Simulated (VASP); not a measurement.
# C (Fd-3m) in VASP: further runs

C is run at these levels: LDA; tasks: single point, relaxation of cell and atoms.

Everything below comes from runs of VASP 6.6.1. Logs are shortened: lines on timing, memory, paths and dates and some standing lists are left out, and cuts for length are marked.

**1. The cell of the first run**

It takes space group Fd-3m (No. 227, cubic). Conventional cell: a = 3.532 Å, b = 3.532 Å, c = 3.532 Å, α = 90.00°, β = 90.00°, γ = 90.00°. Within 2.0 Å of C (site symmetry -43m) lie 4 C at 1.53 Å.

**2. Single point, LDA**

INCAR

```
PREC = Accurate ; ENCUT = 520
EDIFF = 1E-6 ; ISMEAR = -1
SIGMA = 0.02 ; LREAL = False
LASPH = True ; NELM = 80
ALGO = Normal ; ISIF = 2
LWAVE = False ; LCHARG = False
GGA = CA ; NBANDS = 11
```

KPOINTS

```
Automatic mesh
0
Gamma
  16 16 16
```

POSCAR

```
C
1.0
    0.0000000000      1.7658745511      1.7658745511
    1.7658745511      0.0000000000      1.7658745511
    1.7658745511      1.7658745511      0.0000000000
C
2
Direct
   -0.1250000000     -0.1250000000     -0.1250000000
    0.1250000000      0.1250000000      0.1250000000
```

Potentials or basis: VASP PAW LDA potentials, release 64 (C).

Run with:

```sh
cat potpaw_LDA.64/C/POTCAR > POTCAR
mpirun -np 1 vasp_std > vasp.out
```

OUTCAR:

```text
PREC = Accurate
   ENCUT = 520
   EDIFF = 1E-6
   ISMEAR = -1
   LREAL = False
   LASPH = True
   NELM = 80
   ISIF = 2
   GGA = CA

 ion  position               nearest neighbor table
   1  0.875  0.875  0.875-   2 1.53   2 1.53   2 1.53   2 1.53
   2  0.125  0.125  0.125-   1 1.53   1 1.53   1 1.53   1 1.53

  LATTYP: Found a face centered cubic cell.
 ALAT       =     3.5317491022

  Lattice vectors:

 A1 = (   0.0000000000,   1.7658745511,   1.7658745511)
 A2 = (   1.7658745511,   0.0000000000,   1.7658745511)
 A3 = (   1.7658745511,   1.7658745511,   0.0000000000)

Analysis of symmetry for initial positions (statically):
=====================================================================
 Subroutine PRICEL returns:
 Original cell was already a primitive cell.

 Routine SETGRP: Setting up the symmetry group for a
 face centered cubic supercell.

 Subroutine GETGRP returns: Found 48 space group operations
 (whereof 12 operations were pure point group operations)
 out of a pool of 48 trial point group operations.

The static configuration has the point symmetry D_3d.
 The point group associated with its full space group is O_h .

Analysis of symmetry for dynamics (positions and initial velocities):
=====================================================================
 Subroutine PRICEL returns:
 Original cell was already a primitive cell.

 Routine SETGRP: Setting up the symmetry group for a
 face centered cubic supercell.

 Subroutine GETGRP returns: Found 48 space group operations
 (whereof 12 operations were pure point group operations)
 out of a pool of 48 trial point group operations.

The dynamic configuration has the point symmetry D_3d.
 The point group associated with its full space group is O_h .

 Subroutine INISYM returns: Found 48 space group operations
 (whereof 12 operations are pure point group operations),
 and found     1 'primitive' translations

----------------------------------------------------------------------------------------

                                     Primitive cell

  volume of cell :      11.0131

  direct lattice vectors                    reciprocal lattice vectors
     0.000000000  1.765874551  1.765874551    -0.283145821  0.283145821  0.283145821
     1.765874551  0.000000000  1.765874551     0.283145821 -0.283145821  0.283145821
     1.765874551  1.765874551  0.000000000     0.283145821  0.283145821 -0.283145821

  length of vectors
     2.497323740  2.497323740  2.497323740     0.490422948  0.490422948  0.490422948

  position of ions in fractional coordinates (direct lattice)
     0.875000000  0.875000000  0.875000000
     0.125000000  0.125000000  0.125000000

  ion indices of the primitive-cell ions
   primitive index   ion index
                 1           1
                 2           2

----------------------------------------------------------------------------------------

 KPOINTS: Automatic mesh

Automatic generation of k-mesh.
 Grid dimensions read from file:
 generate k-points for:   16   16   16

 Generating k-lattice:

  Cartesian coordinates                     Fractional coordinates (reciprocal lattice)
    -0.017696614  0.017696614  0.017696614     0.062500000  0.000000000  0.000000000
     0.017696614 -0.017696614  0.017696614     0.000000000  0.062500000  0.000000000
     0.017696614  0.017696614 -0.017696614     0.000000000  0.000000000  0.062500000

  Length of vectors
     0.030651434  0.030651434  0.030651434

  Shift w.r.t. Gamma in fractional coordinates (k-lattice)
     0.000000000  0.000000000  0.000000000

 Subroutine IBZKPT returns following result:
 ===========================================

 Found    145 irreducible k-points:

 Following reciprocal coordinates:
            Coordinates               Weight
  0.000000  0.000000  0.000000      1.000000
  0.062500  0.000000  0.000000      8.000000
  0.125000  0.000000  0.000000      8.000000
  0.187500  0.000000  0.000000      8.000000
  0.250000  0.000000  0.000000      8.000000
  0.312500  0.000000  0.000000      8.000000
[... 16 lines left out ...]
 -0.125000  0.062500  0.000000     24.000000
 -0.062500  0.062500  0.000000     12.000000
 [... further k-points ...]
   k-points           NKPTS =    145   k-points in BZ     NKDIM =    145   number of bands    NBANDS=     11
   number of dos      NEDOS =    301   number of ions     NIONS =      2
   total plane-waves  NPLWV =   8000
   dimension x,y,z NGX =    20 NGY =   20 NGZ =   20
   dimension x,y,z NGXF=    40 NGYF=   40 NGZF=   40
   ions per type =               2
   NGX,Y,Z   is equivalent  to a cutoff of  13.31, 13.31, 13.31 a.u.
   NGXF,Y,Z  is equivalent  to a cutoff of  26.63, 26.63, 26.63 a.u.
 SYSTEM =  unknown system
   PREC   = accura    normal or accurate (medium, high low for compatibility)
   ISTART =      0    job   : 0-new  1-cont  2-samecut
   ICHARG =      2    charge: 1-file 2-atom 10-const
   ISPIN  =      1    spin polarized calculation?
   LNONCOLLINEAR =      F non collinear calculations
   LSORBIT =      F    spin-orbit coupling
   LASPH  =      T    aspherical Exc in radial PAW
   ENCUT  =  520.0 eV  38.22 Ry    6.18 a.u.   4.64  4.64  4.64*2*pi/ulx,y,z
   NELM   =     80;   NELMIN=  2; NELMDL= -5     # of ELM steps
   EDIFF  = 0.1E-05   stopping-criterion for ELM
   LREAL  =      F    real-space projection
   EDIFFG = 0.1E-04   stopping-criterion for IOM
   NSW    =      0    number of steps for IOM
   IBRION =     -1    ionic relax: 0-MD 1-quasi-New 2-CG
   NFREE  =      0    steps in history (QN), initial steepest desc. (CG)
   ISIF   =      2    stress and relaxation
   ISYM   =      2    0-nonsym 1-usesym 2-fastsym
   POTIM  = 0.5000    time-step for ionic-motion
   TEBEG  =    0.0;   TEEND  =   0.0 temperature during run
   PSTRESS=    0.0 pullay stress
   NELECT =       8.0000    total number of electrons
   NUPDOWN=      -1.0000    fix difference up-down
   EMIN   =  10.00;   EMAX   =-10.00  energy-range for DOS
   EFERMI =   0.00;   METHOD = LEGACY
   ISMEAR =    -1;   SIGMA  =   0.02  broadening in eV -4-tet -1-fermi 0-gaus
   EFERMI_NEDOS =   21; number of points for ismear=-14 and -15
   IALGO  =     38    algorithm
   IMIX   =      4    mixing-type and parameters
     AMIX     =   0.40;   BMIX     =  1.00
     AMIX_MAG =   1.60;   BMIX_MAG =  1.00
  volume/ion in A,a.u.               =       5.51        37.16
  Fermi-wavevector in a.u.,A,eV,Ry     =   1.471640  2.780997 29.466476  2.165725
  Thomas-Fermi vector in A             =   2.586752
   LORBIT       =      0    0 simple, 1 ext, 2 COOP (PROOUT), +10 PAW based schemes
   GGA     = CA    functional components
   LHFCALC =     F    Hartree Fock is set to
   AEXX    =    0.0000 exact exchange contribution
   IVDW    =     0    specifies the selected vdW correction
   LEPSILON=     F    determine dielectric tensor
   LRPA    =     F    only Hartree local field effects (RPA)
 non-spin polarized calculation
  energy-cutoff  :      520.00
  volume of cell :       11.01
 maximum number of plane-waves:       307
   NGX =  9   NGY =  9   NGZ =  9

 number of electron       7.9999998 magnetization

 Free energy of the ion-electron system (eV)
  ---------------------------------------------------
  ext. energy  EPLUGINS =         0.00000000
  ---------------------------------------------------
  free energy    TOTEN  =       -20.24522364 eV

  energy without entropy =      -20.24522364  energy(sigma->0) =      -20.24522364

 E-fermi :  10.6630     XC(G=0): -13.6432

 val. band max:       10.1613367650   @ k =   0.0000   0.0000   0.0000
 cond. band min:      14.3318931340   @ k =   0.3750   0.3750   0.0000
 fundamental gap:      4.1705563690
 Fermi energy:        10.6630055099

 k-point     1 :       0.0000    0.0000    0.0000
  band No.  band energies     occupation
      1     -11.5555      2.00000
      2      10.1613      2.00000
      3      10.1613      2.00000
      4      10.1613      2.00000
      5      15.7872      0.00000
      6      15.7872      0.00000
      7      15.7872      0.00000
      8      24.3997      0.00000
      9      29.5572      0.00000
     10      37.1242      0.00000
     11      37.1242      0.00000

 k-point     2 :       0.0625    0.0000    0.0000
  band No.  band energies     occupation
      1     -11.4451      2.00000
      2       9.4190      2.00000
      3       9.9661      2.00000
      4       9.9661      2.00000
      5      16.0421      0.00000
      6      16.0421      0.00000
      7      16.2532      0.00000
      8      24.4613      0.00000
      9      29.7393      0.00000
     10      35.3678      0.00000
     11      35.3678      0.00000

 k-point     3 :       0.1250    0.0000    0.0000
  band No.  band energies     occupation
      1     -11.1148      2.00000
      2       7.7171      2.00000
      3       9.4898      2.00000
      4       9.4898      2.00000
      5      16.6682      0.00000
      6      16.6682      0.00000
      7      17.1562      0.00000
      8      24.6397      0.00000
      9      30.1904      0.00000
     10      33.8364      0.00000
     11      33.8364      0.00000
[... 267 lines left out ...]
 k-point    23 :      -0.1250    0.0625    0.0000
  band No.  band energies     occupation
      1     -10.8587      2.00000
      2       7.0347      2.00000
      3       8.3380      2.00000
      4       9.6341      2.00000
      5      16.5746      0.00000
      6      17.4495      0.00000
      7      17.8021      0.00000
      8      24.6381      0.00000
      9      30.4940      0.00000
     10      32.1885      0.00000
     11      33.9186      0.00000

 k-point    24 :      -0.0625    0.0625    0.0000
  band No.  band energies     occupation
      1     -11.2615      2.00000
      2       8.7297      2.00000
      3       9.0537      2.00000
      4       9.9784      2.00000
      5      16.0860      0.00000
      6      16.6403      0.00000
      7      16.9414      0.00000
      8      24.5270      0.00000
      9      30.0169      0.00000
     10      33.5133      0.00000
     11      34.8529      0.00000

 [... further k-points ...]

------------------------ aborting loop because EDIFF is reached ----------------------------------------

  FORCE on cell =-STRESS in cart. coord.  units (eV):
  Direction    XX          YY          ZZ          XY          YZ          ZX
  --------------------------------------------------------------------------------------
  -------------------------------------------------------------------------------------
  Total        0.1111014      0.1111014      0.1111014     -0.0000000     -0.0000000      0.0000000
  in kB       16.1629414     16.1629414     16.1629414     -0.0000000     -0.0000000      0.0000000
  external PRESSURE =      16.1629414 kB  Pullay stress =       0.0000000 kB

 VOLUME and BASIS-vectors are now :
 -----------------------------------------------------------------------------
  energy-cutoff  :      520.00
  volume of cell :       11.01
      direct lattice vectors                 reciprocal lattice vectors
     0.000000000  1.765874551  1.765874551    -0.283145821  0.283145821  0.283145821
     1.765874551  0.000000000  1.765874551     0.283145821 -0.283145821  0.283145821
     1.765874551  1.765874551  0.000000000     0.283145821  0.283145821 -0.283145821

 POSITION                                       TOTAL-FORCE (eV/Angst)
 -----------------------------------------------------------------------------------
      3.09028      3.09028      3.09028         0.000000      0.000000      0.000000
      0.44147      0.44147      0.44147        -0.000000     -0.000000     -0.000000
 -----------------------------------------------------------------------------------
    total drift:                                0.000000      0.000000     -0.000000

  FREE ENERGIE OF THE ION-ELECTRON SYSTEM (eV)
  ---------------------------------------------------
  free  energy   TOTEN  =       -20.2452236394 eV

  energy  without entropy=      -20.2452236394  energy(sigma->0) =      -20.24522364
```

It took 13 s on 1 thread of Intel Xeon 8259CL, shared host; peak memory 0.12 GiB.

What came out:

| Property | Result |
| --- | --- |
| Free energy | -20.2452 eV |
| Pressure | 1.6 GPa |
| Band gap on the k mesh | 4.17 eV (least direct gap 5.63 eV) |

**3. Single point, LDA**

This run uses another cell than the first one: it holds 4 atoms, not 2.

INCAR

```
SYSTEM = C
ALGO     = Normal         ! electronic algorithm
EDIFF    = 1E-6           ! SCF threshold, eV
ENCUT    = 520            ! plane-wave cutoff, eV
GGA      = CA             ! functional
ISIF     = 2              ! what is computed and relaxed
ISMEAR   = -1             ! smearing method
LASPH    = .TRUE.         ! aspherical terms in the spheres
LCHARG   = .TRUE.         ! write CHGCAR
LELF     = .TRUE.         ! ELF
LREAL    = .FALSE.        ! projectors in reciprocal space
LVHAR    = .TRUE.       
LWAVE    = .FALSE.        ! write WAVECAR
NBANDS   = 16             ! bands
NELM     = 100            ! most SCF steps
PREC     = Accurate       ! precision mode
SIGMA    = 0.02           ! smearing width, eV
```

KPOINTS

```
k-points
0
G
  10 10 7
  0 0 0
```

POSCAR

```
C
1.0
    1.7658745511      1.7658745511      0.0000000000
   -1.7658745511      1.7658745511      0.0000000000
    0.0000000000      0.0000000000      3.5317491022
C
4
Direct
    0.2500000000      0.5000000000      0.3750000000
    0.7500000000      0.0000000000      0.8750000000
    0.2500000000      0.0000000000      0.1250000000
    0.7500000000      0.5000000000      0.6250000000
```

Potentials or basis: VASP PAW LDA potentials, release 64 (C).

Run with:

```sh
cat potpaw_LDA.64/C/POTCAR > POTCAR
mpirun -np 1 vasp_std > vasp.out
```

Wall time 24 s (1 thread of Intel Xeon 8259CL, shared host); peak memory 0.13 GiB.

It converged, with:

```
Free energy            : -40.4904 eV
Pressure               : 1.6 GPa
Band gap on the k mesh : 4.17 eV
```

Levels at points of the mesh, in eV from the valence-band top:
```csv
k point,band 4,band 5,band 6,band 7,band 8,band 9,band 10,band 11,band 12,band 13
"(0.00, 0.00, 0.00)",-6.47,-6.47,0.00,0.00,0.00,4.77,4.77,5.63,5.63,5.63
"(0.50, 0.00, 0.00)",-8.74,-7.80,-7.80,-3.09,-3.09,8.03,8.03,10.14,10.14,12.59
"(0.50, 0.50, 0.00)",-12.82,-6.47,-6.47,-6.47,-6.47,4.77,4.77,4.77,4.77,17.08
```

[end of part 1 of 2]
